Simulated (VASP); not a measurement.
# ZnCu (CsCl type) in VASP: settings compared

ZnCu (CsCl type) is run at these levels: PBE, HSE06; tasks: single point.

Program: VASP 6.6.1. These are calculated values, not measurements. Logs are shortened: lines on timing, memory, paths and dates and some standing lists are left out, and cuts for length are marked.

## (1) The cell of the first run

Symmetry: R3m, No. 160, trigonal system. Conventional cell: a = 4.200 Å, b = 4.200 Å, c = 5.144 Å, α = 90.00°, β = 90.00°, γ = 120.00°. Cu (site symmetry 3m) has 8 Zn at 2.51 to 2.63 Å and 6 Cu at 2.97 Å within 3.3 Å. Within 3.3 Å of Zn (site symmetry 3m) lie 8 Cu at 2.51 to 2.63 Å and 6 Zn at 2.97 Å.

## (2) Single point, PBE

The input, INCAR:

```
SYSTEM = ZnCu
PREC = Accurate ; ENCUT = 520
EDIFF = 1E-6 ; ISMEAR = -1
SIGMA = 0.1 ; LREAL = .FALSE.
LASPH = .TRUE. ; NELM = 80
ALGO = Normal ; ISIF = 2
LWAVE = .FALSE. ; LCHARG = .FALSE.
GGA = PE ; NBANDS = 18
```

The input, KPOINTS:

```
Automatic mesh
0
G
  4 4 4
  0 0 0
```

The input, POSCAR:

```
ZnCu
1.0
    2.9700000000      0.0000000000      0.0000000000
    0.0000000000      2.9700000000      0.0000000000
    0.0000000000      0.0000000000      2.9700000000
Cu Zn
1 1
Direct
    0.0116636418      0.0116636418      0.0116636418
    0.5000000000      0.5000000000      0.5000000000
```

Potentials or basis: VASP PAW PBE potentials, release 64 (Cu, Zn).

Launch:

```bash
$ cat potpaw_PBE.64/Cu/POTCAR potpaw_PBE.64/Zn/POTCAR > POTCAR
$ mpirun -np 1 vasp_std > vasp.out
```

OUTCAR:

```text
SYSTEM = ZnCu
   PREC = Accurate
   ENCUT = 520
   EDIFF = 1E-6
   ISMEAR = -1
   LREAL = .FALSE.
   LASPH = .TRUE.
   NELM = 80
   ISIF = 2
   GGA = PE

 ion  position               nearest neighbor table
   1  0.012  0.012  0.012-   2 2.51   2 2.55   2 2.55   2 2.55   2 2.59   2 2.59   2 2.59   2 2.63

   2  0.500  0.500  0.500-   1 2.51   1 2.55   1 2.55   1 2.55   1 2.59   1 2.59   1 2.59   1 2.63

  LATTYP: Found a simple cubic cell.
 ALAT       =     2.9700000000

  Lattice vectors:

 A1 = (   2.9700000000,   0.0000000000,   0.0000000000)
 A2 = (   0.0000000000,   2.9700000000,   0.0000000000)
 A3 = (   0.0000000000,   0.0000000000,   2.9700000000)

Analysis of symmetry for initial positions (statically):
=====================================================================
 Subroutine PRICEL returns:
 Original cell was already a primitive cell.

 Routine SETGRP: Setting up the symmetry group for a
 simple cubic supercell.

 Subroutine GETGRP returns: Found  6 space group operations
 (whereof  6 operations were pure point group operations)
 out of a pool of 48 trial point group operations.

The static configuration has the point symmetry C_3v.

Analysis of symmetry for dynamics (positions and initial velocities):
=====================================================================
 Subroutine PRICEL returns:
 Original cell was already a primitive cell.

 Routine SETGRP: Setting up the symmetry group for a
 simple cubic supercell.

 Subroutine GETGRP returns: Found  6 space group operations
 (whereof  6 operations were pure point group operations)
 out of a pool of 48 trial point group operations.

The dynamic configuration has the point symmetry C_3v.

 Subroutine INISYM returns: Found  6 space group operations
 (whereof  6 operations are pure point group operations),
 and found     1 'primitive' translations

----------------------------------------------------------------------------------------

                                     Primitive cell

  volume of cell :      26.1981

  direct lattice vectors                    reciprocal lattice vectors
     2.970000000  0.000000000  0.000000000     0.336700337  0.000000000  0.000000000
     0.000000000  2.970000000  0.000000000     0.000000000  0.336700337  0.000000000
     0.000000000  0.000000000  2.970000000     0.000000000  0.000000000  0.336700337

  length of vectors
     2.970000000  2.970000000  2.970000000     0.336700337  0.336700337  0.336700337

  position of ions in fractional coordinates (direct lattice)
     0.011663642  0.011663642  0.011663642
     0.500000000  0.500000000  0.500000000

  ion indices of the primitive-cell ions
   primitive index   ion index
                 1           1
                 2           2

----------------------------------------------------------------------------------------

 KPOINTS: Automatic mesh

Automatic generation of k-mesh.
 Grid dimensions read from file:
 generate k-points for:    4    4    4

 Generating k-lattice:

  Cartesian coordinates                     Fractional coordinates (reciprocal lattice)
     0.084175084  0.000000000  0.000000000     0.250000000  0.000000000  0.000000000
     0.000000000  0.084175084  0.000000000     0.000000000  0.250000000  0.000000000
     0.000000000  0.000000000  0.084175084     0.000000000  0.000000000  0.250000000

  Length of vectors
     0.084175084  0.084175084  0.084175084

  Shift w.r.t. Gamma in fractional coordinates (k-lattice)
     0.000000000  0.000000000  0.000000000

 Subroutine IBZKPT returns following result:
 ===========================================

 Found     13 irreducible k-points:

 Following reciprocal coordinates:
            Coordinates               Weight
  0.000000  0.000000  0.000000      1.000000
  0.250000  0.000000  0.000000      6.000000
  0.500000  0.000000  0.000000      3.000000
  0.250000  0.250000  0.000000      6.000000
 -0.250000  0.250000  0.000000      6.000000
  0.500000  0.250000  0.000000     12.000000
  0.500000  0.500000  0.000000      3.000000
  0.250000  0.250000  0.250000      2.000000
 -0.250000  0.250000  0.250000      6.000000
  0.500000  0.250000  0.250000      6.000000
 -0.250000  0.500000  0.250000      6.000000
  0.500000  0.500000  0.250000      6.000000
  0.500000  0.500000  0.500000      1.000000
   k-points           NKPTS =     13   k-points in BZ     NKDIM =     13   number of bands    NBANDS=     18
   number of dos      NEDOS =    301   number of ions     NIONS =      2
   total plane-waves  NPLWV =  13824
   dimension x,y,z NGX =    24 NGY =   24 NGZ =   24
   dimension x,y,z NGXF=    48 NGYF=   48 NGZF=   48
   ions per type =               1   1
   NGX,Y,Z   is equivalent  to a cutoff of  13.43, 13.43, 13.43 a.u.
   NGXF,Y,Z  is equivalent  to a cutoff of  26.87, 26.87, 26.87 a.u.
 SYSTEM =  ZnCu
   PREC   = accura    normal or accurate (medium, high low for compatibility)
   ISTART =      0    job   : 0-new  1-cont  2-samecut
   ICHARG =      2    charge: 1-file 2-atom 10-const
   ISPIN  =      1    spin polarized calculation?
   LNONCOLLINEAR =      F non collinear calculations
   LSORBIT =      F    spin-orbit coupling
   LASPH  =      T    aspherical Exc in radial PAW
   ENCUT  =  520.0 eV  38.22 Ry    6.18 a.u.   5.52  5.52  5.52*2*pi/ulx,y,z
   NELM   =     80;   NELMIN=  2; NELMDL= -5     # of ELM steps
   EDIFF  = 0.1E-05   stopping-criterion for ELM
   LREAL  =      F    real-space projection
   EDIFFG = 0.1E-04   stopping-criterion for IOM
   NSW    =      0    number of steps for IOM
   IBRION =     -1    ionic relax: 0-MD 1-quasi-New 2-CG
   NFREE  =      0    steps in history (QN), initial steepest desc. (CG)
   ISIF   =      2    stress and relaxation
   ISYM   =      2    0-nonsym 1-usesym 2-fastsym
   POTIM  = 0.5000    time-step for ionic-motion
   TEBEG  =    0.0;   TEEND  =   0.0 temperature during run
   PSTRESS=    0.0 pullay stress
   NELECT =      23.0000    total number of electrons
   NUPDOWN=      -1.0000    fix difference up-down
   EMIN   =  10.00;   EMAX   =-10.00  energy-range for DOS
   EFERMI =   0.00;   METHOD = LEGACY
   ISMEAR =    -1;   SIGMA  =   0.10  broadening in eV -4-tet -1-fermi 0-gaus
   EFERMI_NEDOS =   21; number of points for ismear=-14 and -15
   IALGO  =     38    algorithm
   IMIX   =      4    mixing-type and parameters
     AMIX     =   0.40;   BMIX     =  1.00
     AMIX_MAG =   1.60;   BMIX_MAG =  1.00
  volume/ion in A,a.u.               =      13.10        88.40
  Fermi-wavevector in a.u.,A,eV,Ry     =   1.567573  2.962283 33.433376  2.457284
  Thomas-Fermi vector in A             =   2.669732
   LORBIT       =      0    0 simple, 1 ext, 2 COOP (PROOUT), +10 PAW based schemes
   GGA     = PE    functional components
   LHFCALC =     F    Hartree Fock is set to
   AEXX    =    0.0000 exact exchange contribution
   IVDW    =     0    specifies the selected vdW correction
   LEPSILON=     F    determine dielectric tensor
   LRPA    =     F    only Hartree local field effects (RPA)
 non-spin polarized calculation
  energy-cutoff  :      520.00
  volume of cell :       26.20
 maximum number of plane-waves:       739
 NGX is ok and might be reduce to    24
   NGX = 11   NGY = 11   NGZ = 11

 number of electron      22.9999984 magnetization

 Free energy of the ion-electron system (eV)
  ---------------------------------------------------
  ext. energy  EPLUGINS =         0.00000000
  ---------------------------------------------------
  free energy    TOTEN  =        -5.06703920 eV

  energy without entropy =       -5.04446643  energy(sigma->0) =       -5.05575281

 E-fermi :   5.7978     XC(G=0): -12.2607

 val. band max:        5.6926705330   @ k =   0.5000   0.5000   0.2500
 cond. band min:       6.2383901025   @ k =   0.2500   0.0000   0.0000
 fundamental gap:      0.5457195695
 Fermi energy:         5.7977796894

 k-point     1 :       0.0000    0.0000    0.0000
  band No.  band energies     occupation
      1      -4.8438      2.00000
      2      -2.4776      2.00000
      3      -2.4776      2.00000
      4      -1.8246      2.00000
      5      -1.8207      2.00000
      6      -1.8207      2.00000
[... 10 lines left out ...]
     17      17.1653      0.00000
     18      28.4958      0.00000

 k-point     2 :       0.2500    0.0000    0.0000
  band No.  band energies     occupation
      1      -3.7757      2.00000
      2      -2.3776      2.00000
      3      -2.2508      2.00000
      4      -1.9026      2.00000
      5      -1.9007      2.00000
      6      -1.7849      2.00000
[... 10 lines left out ...]
     17      22.9077      0.00000
     18      22.9096      0.00000

 k-point     3 :       0.5000    0.0000    0.0000
  band No.  band energies     occupation
      1      -2.4812      2.00000
      2      -2.2736      2.00000
      3      -1.9812      2.00000
      4      -1.9801      2.00000
      5      -1.7472      2.00000
      6      -0.6757      2.00000
[... 10 lines left out ...]
     17      18.5943      0.00000
     18      19.3476      0.00000

 k-point     4 :       0.2500    0.2500    0.0000
  band No.  band energies     occupation
      1      -2.9300      2.00000
      2      -2.3005      2.00000
      3      -2.0915      2.00000
      4      -1.9391      2.00000
      5      -1.8742      2.00000
      6      -1.7821      2.00000
[... 144 lines left out ...]
      4      -1.9961      2.00000
      5      -1.8685      2.00000
      6       0.5068      2.00000
[... 10 lines left out ...]
     17      19.4878      0.00000
     18      20.4114      0.00000

 k-point    12 :       0.5000    0.5000    0.2500
  band No.  band energies     occupation
      1      -2.5179      2.00000
      2      -2.2240      2.00000
      3      -2.2224      2.00000
      4      -1.9545      2.00000
      5      -1.5476      2.00000
      6       0.9080      2.00000
[... 10 lines left out ...]
     17      15.0392      0.00000
     18      15.6674      0.00000

 k-point    13 :       0.5000    0.5000    0.5000
  band No.  band energies     occupation
      1      -2.3721      2.00000
      2      -2.3705      2.00000
      3      -2.3705      2.00000
      4      -1.5420      2.00000
      5      -1.5420      2.00000
      6       1.1383      2.00000
[... 10 lines left out ...]
     17       9.9283      0.00000
     18      11.2836      0.00000

------------------------ aborting loop because EDIFF is reached ----------------------------------------

  FORCE on cell =-STRESS in cart. coord.  units (eV):
  Direction    XX          YY          ZZ          XY          YZ          ZX
  --------------------------------------------------------------------------------------
  -------------------------------------------------------------------------------------
  Total       -0.1660989     -0.1660989     -0.1660989      0.0215518      0.0215518      0.0215518
  in kB      -10.1579923    -10.1579923    -10.1579923      1.3180275      1.3180275      1.3180275
  external PRESSURE =     -10.1579923 kB  Pullay stress =       0.0000000 kB

 VOLUME and BASIS-vectors are now :
 -----------------------------------------------------------------------------
  energy-cutoff  :      520.00
  volume of cell :       26.20
      direct lattice vectors                 reciprocal lattice vectors
     2.970000000  0.000000000  0.000000000     0.336700337  0.000000000  0.000000000
     0.000000000  2.970000000  0.000000000     0.000000000  0.336700337  0.000000000
     0.000000000  0.000000000  2.970000000     0.000000000  0.000000000  0.336700337

 POSITION                                       TOTAL-FORCE (eV/Angst)
 -----------------------------------------------------------------------------------
      0.03464      0.03464      0.03464        -0.138558     -0.138558     -0.138558
      1.48500      1.48500      1.48500         0.138558      0.138558      0.138558
 -----------------------------------------------------------------------------------
    total drift:                                0.000345      0.000345      0.000334

  FREE ENERGIE OF THE ION-ELECTRON SYSTEM (eV)
  ---------------------------------------------------
  free  energy   TOTEN  =        -5.0670392006 eV

  energy  without entropy=       -5.0444664251  energy(sigma->0) =       -5.05575281
```

It took 9.5 s on 1 thread of AMD EPYC 7R13, shared host; peak memory 0.11 GiB.

What came out:

| Item | Value |
| --- | --- |
| Free energy | -5.0670 eV |
| Pressure | -1.0 GPa |
| Largest force | 0.240 eV/Å |
| Band gap on the k mesh | zero (an odd number of electrons rules out a gap without spin polarisation) |

Forces in eV/Å, atoms in the order of the input:
```
Cu  -0.139 -0.139 -0.139
Zn   0.139  0.139  0.139
```

Stress tensor (GPa, compression positive):
```
-1.02  0.13  0.13
 0.13 -1.02  0.13
 0.13  0.13 -1.02
```

Levels at points of the mesh, in eV from the Fermi level:
| k point | band 9 | band 10 | band 11 | band 12 | band 13 | band 14 |
| --- | --- | --- | --- | --- | --- | --- |
| (0.00, 0.00, 0.00) | -3.16 | -3.16 | -3.16 | 5.65 | 5.65 | 5.65 |
| (0.50, 0.00, 0.00) | -3.68 | -3.68 | -3.22 | -2.46 | 10.96 | 10.96 |
| (0.50, 0.50, 0.00) | -3.31 | -2.93 | -2.31 | -2.30 | 1.16 | 1.52 |
| (0.50, 0.50, 0.50) | -2.91 | -2.91 | 3.16 | 3.61 | 3.72 | 3.72 |

Caveat: the k points lie up to 0.53 Å⁻¹ apart, too coarse for converged energies and pressures of a metal.

## (3) Single point, PBE

The input, INCAR:

```
PREC = Accurate
ENCUT = 520
EDIFF = 1E-6
ISMEAR = -1
SIGMA = 0.1
LREAL = False
LASPH = True
NELM = 60
ALGO = Normal
ISIF = 2
LWAVE = False
LCHARG = False
GGA = PE
NBANDS = 18
```

The input, KPOINTS:

```
regular mesh
0
Gamma
  8 8 8
```

POSCAR, as its differences from that of step 2:

```diff
@@ -8,3 +8,3 @@
 Direct
-    0.0116636418      0.0116636418      0.0116636418
+    0.0000000000      0.0000000000      0.0000000000
     0.5000000000      0.5000000000      0.5000000000
```

Potentials or basis: VASP PAW PBE potentials, release 64 (Cu, Zn).

Launch:

```bash
$ cat potpaw_PBE.64/Cu/POTCAR potpaw_PBE.64/Zn/POTCAR > POTCAR
$ mpirun -np 1 vasp_std > vasp.out
```

Wall time 16 s (1 thread of AMD EPYC 7R13, shared host); peak memory 0.12 GiB.

It converged, with:

```yaml
Free_energy: -5.0333 eV
Pressure: 0.0 GPa
Band_gap_on_the_k_mesh: zero (an odd number of electrons rules out a gap without spin polarisation)
```

Levels at points of the mesh, in eV from the Fermi level:
```csv
k point,band 7,band 8,band 9,band 10,band 11,band 12,band 13,band 14,band 15,band 16
"(0.00, 0.00, 0.00)",-3.32,-3.32,-2.50,-2.50,-2.50,6.33,6.33,6.33,11.28,11.28
"(0.50, 0.00, 0.00)",-4.93,-3.41,-3.02,-3.02,-2.57,-1.80,11.68,11.68,12.32,12.32
"(0.50, 0.50, 0.00)",-3.12,-2.65,-2.65,-2.27,-1.62,-1.62,1.83,2.20,13.85,15.50
"(0.50, 0.50, 0.50)",-3.99,-3.99,-2.25,-2.25,3.86,4.47,4.47,4.47,4.62,4.62
```

(Part 1 of 2 ends here.)

The gap in the log of VASP goes by the Fermi energy; the results here count the filled bands.